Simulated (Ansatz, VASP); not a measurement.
Two plane-wave programs on Lu

Contents of POSCAR:

```
Lu
1.0
    0.0000000000      2.4109976002      2.4109976002
    2.4109976002      0.0000000000      2.4109976002
    2.4109976002      2.4109976002      0.0000000000
Lu
1
Direct
    0.0000000000      0.0000000000      0.0000000000
```

Contents of INCAR.step1:

```
PREC = Accurate ; ENCUT = 660
ISMEAR = -1 ; SIGMA = 0.1
LREAL = False ; LASPH = True
NELM = 120 ; NBANDS = 18
GGA = PE ; ALGO = Normal
EDIFF = 1E-5 ; LWAVE = True
LCHARG = False ; GGA_COMPAT = False
```

The input INCAR.step2:

```
PREC = Accurate ; ENCUT = 660
EDIFF = 1E-6 ; ISMEAR = -1
SIGMA = 0.1 ; LREAL = False
LASPH = True ; NELM = 120
ALGO = Normal ; ISIF = 2
LWAVE = False ; LCHARG = False
METAGGA = R2SCAN ; LMIXTAU = True
NBANDS = 18 ; ISTART = 1
GGA_COMPAT = False
```

The input KPOINTS:

```
Automatic mesh
0
Gamma
  13 13 13
```

Input for Ansatz:

```yaml
crystal:
  lattice:
    - [0.0, 2.4109976002, 2.4109976002]
    - [2.4109976002, 0.0, 2.4109976002]
    - [2.4109976002, 2.4109976002, 0.0]
  atoms:
    - { symbol: Lu, position: [0.0, 0.0, 0.0] }
hamiltonian:
  xc: r2scan
  pseudopotentials:
    kind: paw
    azcp:
      Lu: "pseudopotentials/Lu.paw.azcp"
basis:
  ecutwfc: 500
  fft_grid_basis: typed
kpoints:
  mp_grid: { grid: [13, 13, 13], shift: [0, 0, 0] }
magnetization:
  spin_polarized: false
scf:
  occupations: { method: fermi_dirac, width: 0.1 }
  lower_state_search: "off"
output:
  stress: true
```

Alike in both runs: task single point; functional r2SCAN; k mesh 13 × 13 × 13; occupations fermi-dirac, width 0.1 eV; no spin polarisation.

```csv
,VASP,Ansatz
version,VASP 6.6.1,Ansatz 0.2.0
potentials or method,"VASP PAW PBE potentials, release 64 (Lu), cutoff 660 eV","plane waves (500 eV) with PAW, scalar-relativistic"
valence electrons in the cell,25,25
```

Ansatz gave:

| Item | Value |
| --- | --- |
| pressure (GPa) | 1.7 |

Which values does VASP return?

Pressure (GPa): 2.2.

VASP's potentials were made for PBE, not for r2SCAN.

Neither program's run includes spin-orbit coupling.
